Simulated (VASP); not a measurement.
# NaI in VASP: notebook

Aim: see how the results for NaI move with the level of theory and the settings. Levels: HSE06, r2SCAN, PBE. Tasks: single point.

All numbers are computed with VASP 6.6.1; they aren't measurements. Logs are shortened: lines on timing, memory, paths and dates and some standing lists are left out, and cuts for length are marked.

## 1. The cell of the first run

Symmetry: P4/mmm, No. 123, tetragonal system. Conventional cell: a = 4.268 Å, b = 4.268 Å, c = 4.049 Å, α = 90.00°, β = 90.00°, γ = 90.00°. Na (site symmetry 4/mmm) has 8 I at 3.63 Å and 6 Na at 4.05 to 4.27 Å within 4.8 Å. I (site symmetry 4/mmm) has 8 Na at 3.63 Å and 6 I at 4.05 to 4.27 Å within 4.8 Å.

## 2. Single point, HSE06 (epitaxial xy strain +5.6%)

Input file POSCAR:

```
NaI
1.0
    4.2684229627      0.0000000000      0.0000000000
    0.0000000000      4.2684229627      0.0000000000
    0.0000000000      0.0000000000      4.0491393821
Na I
1 1
Direct
    0.0000000000      0.0000000000      0.0000000000
    0.5000000000      0.5000000000      0.5000000000
```

Input file INCAR.step1:

```
SYSTEM = NaI
PREC = Accurate
ENCUT = 520
EDIFF = 1E-5
ISMEAR = 0
SIGMA = 0.01
LREAL = .FALSE.
LASPH = .TRUE.
NELM = 100
ALGO = Normal
ISIF = 2
LWAVE = .TRUE.
NBANDS = 14
GGA = PE
```

Input file INCAR.step2:

```
SYSTEM = NaI
PREC = Accurate
ENCUT = 520
EDIFF = 1E-6
ISMEAR = 0
SIGMA = 0.01
LREAL = .FALSE.
LASPH = .TRUE.
NELM = 100
ALGO = Normal
ISIF = 2
LWAVE = .FALSE.
LCHARG = .TRUE.
GGA = PE
LHFCALC = .TRUE.
HFSCREEN = 0.2079
PRECFOCK = Normal
LELF = .TRUE.
LVHAR = .TRUE.
NBANDS = 14
ISTART = 1
```

Input file KPOINTS:

```
Automatic mesh
0
G
  4 4 4
  0 0 0
```

Potentials or basis: VASP PAW PBE potentials, release 64 (Na_pv, I).

On the command line:

```bash
> cat potpaw_PBE.64/Na_pv/POTCAR potpaw_PBE.64/I/POTCAR > POTCAR
> cp INCAR.step1 INCAR
> mpirun -np 1 vasp_std > vasp.out
> cp INCAR.step2 INCAR
> mpirun -np 1 vasp_std > vasp.out
```

OUTCAR:

```text
SYSTEM = NaI
   PREC = Accurate
   ENCUT = 520
   EDIFF = 1E-6
   ISMEAR = 0
   LREAL = .FALSE.
   LASPH = .TRUE.
   NELM = 100
   ISIF = 2
   GGA = PE
   LHFCALC = .TRUE.
   HFSCREEN = 0.2079
   PRECFOCK = Normal
   ISTART = 1

 ion  position               nearest neighbor table
   1  0.000  0.000  0.000-
   2  0.500  0.500  0.500-

  LATTYP: Found a simple tetragonal cell.
 ALAT       =     4.2684229627
 C/A-ratio  =     0.9486265577

  Lattice vectors:

 A1 = (   4.2684229627,   0.0000000000,   0.0000000000)
 A2 = (   0.0000000000,   4.2684229627,   0.0000000000)
 A3 = (   0.0000000000,   0.0000000000,   4.0491393821)

Analysis of symmetry for initial positions (statically):
=====================================================================
 Subroutine PRICEL returns:
 Original cell was already a primitive cell.

 Routine SETGRP: Setting up the symmetry group for a
 simple tetragonal supercell.

 Subroutine GETGRP returns: Found 16 space group operations
 (whereof 16 operations were pure point group operations)
 out of a pool of 16 trial point group operations.

The static configuration has the point symmetry D_4h.

Analysis of symmetry for dynamics (positions and initial velocities):
=====================================================================
 Subroutine PRICEL returns:
 Original cell was already a primitive cell.

 Routine SETGRP: Setting up the symmetry group for a
 simple tetragonal supercell.

 Subroutine GETGRP returns: Found 16 space group operations
 (whereof 16 operations were pure point group operations)
 out of a pool of 16 trial point group operations.

The dynamic configuration has the point symmetry D_4h.

 Subroutine INISYM returns: Found 16 space group operations
 (whereof 16 operations are pure point group operations),
 and found     1 'primitive' translations

----------------------------------------------------------------------------------------

                                     Primitive cell

  volume of cell :      73.7730

  direct lattice vectors                    reciprocal lattice vectors
     4.268422963  0.000000000  0.000000000     0.234278563  0.000000000  0.000000000
     0.000000000  4.268422963  0.000000000     0.000000000  0.234278563  0.000000000
     0.000000000  0.000000000  4.049139382     0.000000000  0.000000000  0.246966060

  length of vectors
     4.268422963  4.268422963  4.049139382     0.234278563  0.234278563  0.246966060

  position of ions in fractional coordinates (direct lattice)
     0.000000000  0.000000000  0.000000000
     0.500000000  0.500000000  0.500000000

  ion indices of the primitive-cell ions
   primitive index   ion index
                 1           1
                 2           2

----------------------------------------------------------------------------------------

 KPOINTS: Automatic mesh

Automatic generation of k-mesh.
 Grid dimensions read from file:
 generate k-points for:    4    4    4

 Generating k-lattice:

  Cartesian coordinates                     Fractional coordinates (reciprocal lattice)
     0.058569641  0.000000000  0.000000000     0.250000000  0.000000000  0.000000000
     0.000000000  0.058569641  0.000000000     0.000000000  0.250000000  0.000000000
     0.000000000  0.000000000  0.061741515     0.000000000  0.000000000  0.250000000

  Length of vectors
     0.058569641  0.058569641  0.061741515

  Shift w.r.t. Gamma in fractional coordinates (k-lattice)
     0.000000000  0.000000000  0.000000000

 Subroutine IBZKPT returns following result:
 ===========================================

 Found     18 irreducible k-points:

 Following reciprocal coordinates:
            Coordinates               Weight
  0.000000  0.000000  0.000000      1.000000
  0.250000  0.000000  0.000000      4.000000
  0.500000  0.000000  0.000000      2.000000
  0.250000  0.250000  0.000000      4.000000
  0.500000  0.250000  0.000000      4.000000
  0.500000  0.500000  0.000000      1.000000
[... 10 lines left out ...]
  0.500000  0.250000  0.500000      4.000000
  0.500000  0.500000  0.500000      1.000000
   k-points           NKPTS =     18   k-points in BZ     NKDIM =     64   number of bands    NBANDS=     14
   number of dos      NEDOS =    301   number of ions     NIONS =      2
   total plane-waves  NPLWV =  30720
   dimension x,y,z NGX =    32 NGY =   32 NGZ =   30
   dimension x,y,z NGXF=    64 NGYF=   64 NGZF=   60
   ions per type =               1   1
   NGX,Y,Z   is equivalent  to a cutoff of  12.46, 12.46, 12.32 a.u.
   NGXF,Y,Z  is equivalent  to a cutoff of  24.93, 24.93, 24.63 a.u.
 SYSTEM =  NaI
   PREC   = accura    normal or accurate (medium, high low for compatibility)
   ISTART =      1    job   : 0-new  1-cont  2-samecut
   ICHARG =      0    charge: 1-file 2-atom 10-const
   ISPIN  =      1    spin polarized calculation?
   LNONCOLLINEAR =      F non collinear calculations
   LSORBIT =      F    spin-orbit coupling
   LASPH  =      T    aspherical Exc in radial PAW
   ENCUT  =  520.0 eV  38.22 Ry    6.18 a.u.   7.94  7.94  7.53*2*pi/ulx,y,z
   NELM   =    100;   NELMIN=  2; NELMDL=  0     # of ELM steps
   EDIFF  = 0.1E-05   stopping-criterion for ELM
   LREAL  =      F    real-space projection
   EDIFFG = 0.1E-04   stopping-criterion for IOM
   NSW    =      0    number of steps for IOM
   IBRION =     -1    ionic relax: 0-MD 1-quasi-New 2-CG
   NFREE  =      0    steps in history (QN), initial steepest desc. (CG)
   ISIF   =      2    stress and relaxation
   ISYM   =      3    0-nonsym 1-usesym 2-fastsym
   POTIM  = 0.5000    time-step for ionic-motion
   TEBEG  =    0.0;   TEEND  =   0.0 temperature during run
   PSTRESS=    0.0 pullay stress
   NELECT =      14.0000    total number of electrons
   NUPDOWN=      -1.0000    fix difference up-down
   EMIN   =  10.00;   EMAX   =-10.00  energy-range for DOS
   EFERMI =   0.00;   METHOD = LEGACY
   ISMEAR =     0;   SIGMA  =   0.01  broadening in eV -4-tet -1-fermi 0-gaus
   EFERMI_NEDOS =   21; number of points for ismear=-14 and -15
   IALGO  =     38    algorithm
   IMIX   =      1    mixing-type and parameters
     AMIX     =   0.40;   BMIX     =  1.00
     AMIX_MAG =   1.60;   BMIX_MAG =  1.00
  volume/ion in A,a.u.               =      36.89       248.92
  Fermi-wavevector in a.u.,A,eV,Ry     =   0.940773  1.777804 12.041895  0.885054
  Thomas-Fermi vector in A             =   2.068218
   LORBIT       =      0    0 simple, 1 ext, 2 COOP (PROOUT), +10 PAW based schemes
   GGA     = PE    functional components
   LHFCALC =     T    Hartree Fock is set to
   PRECFOCK=normal    Normal, Fast or Accurate (Low or Medium for compatibility)
   ENCUT4O =  -1.0   cutoff for four orbital integrals eV
   NKREDX  =     1    reduce k-point grid by
   NKREDY  =     1    reduce k-point grid by
   NKREDZ  =     1    reduce k-point grid by
   AEXX    =    0.2500 exact exchange contribution
   HFSCREEN=    0.2079 screening length (either q_TF or 0.3 A-1)
   HFSCREENC=   0.2079 screening length for correlation (either q_TF or 0.3 A-1)
   ENCUTFOCK=  -1.0 apply spherical cutoff to Coloumb kernel
   IVDW    =     0    specifies the selected vdW correction
   LEPSILON=     F    determine dielectric tensor
   LRPA    =     F    only Hartree local field effects (RPA)
 non-spin polarized calculation
 Gauss-broadening in eV      SIGMA  =   0.01
  energy-cutoff  :      520.00
  volume of cell :       73.77
 maximum number of plane-waves:      2032
 NGX is ok and might be reduce to    32
  NGX = 24; NGY = 24; NGZ = 24

 number of electron      13.9999980 magnetization

 Free energy of the ion-electron system (eV)
  ---------------------------------------------------
  ext. energy  EPLUGINS =         0.00000000
  ---------------------------------------------------
  free energy    TOTEN  =        -5.86128272 eV

  energy without entropy =       -5.86128272  energy(sigma->0) =       -5.86128272

 E-fermi :   0.7357     XC(G=0):  -6.2319

 val. band max:        0.6916859386   @ k =   0.5000   0.5000   0.0000
 cond. band min:       3.5062256547   @ k =   0.0000   0.0000   0.0000
 fundamental gap:      2.8145397161
 Fermi energy:         0.7356645930

 k-point     1 :       0.0000    0.0000    0.0000
  band No.  band energies     occupation
      1     -25.7802      2.00000
      2     -25.7721      2.00000
      3     -25.7721      2.00000
      4     -11.9311      2.00000
      5      -0.2410      2.00000
      6      -0.2410      2.00000
      7       0.2110      2.00000
      8       3.5062      0.00000
      9       7.0285      0.00000
     10       7.4127      0.00000
     11      12.0815      0.00000
     12      12.0815      0.00000
     13      12.6511      0.00000
     14      12.7888      0.00000

 k-point     2 :       0.2500    0.0000    0.0000
  band No.  band energies     occupation
      1     -25.7800      2.00000
      2     -25.7739      2.00000
      3     -25.7719      2.00000
      4     -11.8152      2.00000
      5      -1.5440      2.00000
      6      -0.1121      2.00000
      7       0.3291      2.00000
      8       4.7000      0.00000
      9       7.7822      0.00000
     10       8.0282      0.00000
     11      10.0065      0.00000
     12      10.8195      0.00000
     13      11.2550      0.00000
     14      12.2865      0.00000

 k-point     3 :       0.5000    0.0000    0.0000
  band No.  band energies     occupation
      1     -25.7798      2.00000
      2     -25.7758      2.00000
      3     -25.7717      2.00000
      4     -11.6914      2.00000
      5      -2.4454      2.00000
      6       0.0264      2.00000
      7       0.4549      2.00000
      8       5.9456      0.00000
      9       7.2852      0.00000
     10       8.6984      0.00000
     11       9.0085      0.00000
     12       9.8638      0.00000
     13      10.3335      0.00000
     14      14.4808      0.00000
[... 222 lines left out ...]
 k-point    17 :       0.5000    0.2500    0.5000
  band No.  band energies     occupation
      1     -25.7859      2.00000
      2     -25.7746      2.00000
      3     -25.7727      2.00000
      4     -11.2889      2.00000
      5      -1.7542      2.00000
      6      -1.5465      2.00000
      7      -0.5752      2.00000
      8       4.9002      0.00000
      9       6.8238      0.00000
     10       6.8874      0.00000
     11       9.6370      0.00000
     12      10.5559      0.00000
     13      12.8733      0.00000
     14      13.3879      0.00000

 k-point    18 :       0.5000    0.5000    0.5000
  band No.  band energies     occupation
      1     -25.7856      2.00000
      2     -25.7743      2.00000
      3     -25.7743      2.00000
      4     -11.1889      2.00000
      5      -1.5439      2.00000
      6      -1.3286      2.00000
      7      -1.3286      2.00000
      8       5.6968      0.00000
      9       5.7430      0.00000
     10       5.7430      0.00000
     11       7.8494      0.00000
     12      14.0844      0.00000
     13      14.0844      0.00000
     14      15.1113      0.00000

------------------------ aborting loop because EDIFF is reached ----------------------------------------

  FORCE on cell =-STRESS in cart. coord.  units (eV):
  Direction    XX          YY          ZZ          XY          YZ          ZX
  --------------------------------------------------------------------------------------
  -------------------------------------------------------------------------------------
  Total       -0.9335340     -0.9335340      0.0779334      0.0000000     -0.0000000      0.0000000
  in kB      -20.2741704    -20.2741704      1.6925306      0.0000000     -0.0000000      0.0000000
  external PRESSURE =     -12.9519367 kB  Pullay stress =       0.0000000 kB

 VOLUME and BASIS-vectors are now :
 -----------------------------------------------------------------------------
  energy-cutoff  :      520.00
  volume of cell :       73.77
      direct lattice vectors                 reciprocal lattice vectors
     4.268422963  0.000000000  0.000000000     0.234278563  0.000000000  0.000000000
     0.000000000  4.268422963  0.000000000     0.000000000  0.234278563  0.000000000
     0.000000000  0.000000000  4.049139382     0.000000000  0.000000000  0.246966060

 POSITION                                       TOTAL-FORCE (eV/Angst)
 -----------------------------------------------------------------------------------
      0.00000      0.00000      0.00000         0.000000      0.000000      0.000000
      2.13421      2.13421      2.02457         0.000000      0.000000      0.000000
 -----------------------------------------------------------------------------------
    total drift:                               -0.000004      0.000001     -0.000002

  FREE ENERGIE OF THE ION-ELECTRON SYSTEM (eV)
  ---------------------------------------------------
  free  energy   TOTEN  =        -5.8612827221 eV

  energy  without entropy=       -5.8612827221  energy(sigma->0) =       -5.86128272
```

Run time: 14 min. Hardware: 1 thread of AMD EPYC 7R43 (Zen 3), shared host; peak memory 0.25 GiB.

Results:

* Free energy: -5.8613 eV
* Pressure: -1.3 GPa
* Band gap on the k mesh: 2.81 eV, indirect (least direct gap 3.30 eV)

Stress tensor (GPa, compression positive):
```
-2.03  0.00  0.00
 0.00 -2.03  0.00
 0.00  0.00  0.17
```

Caveat: the cell differs from its parent crystal (epitaxial xy strain +5.6%); the PAW data sets were made with another functional, which shifts forces and pressure a little; spin-orbit coupling is left out, which moves the levels of the heavy elements. A k mesh can miss the band edges.

(Part 1 of 2 ends here.)
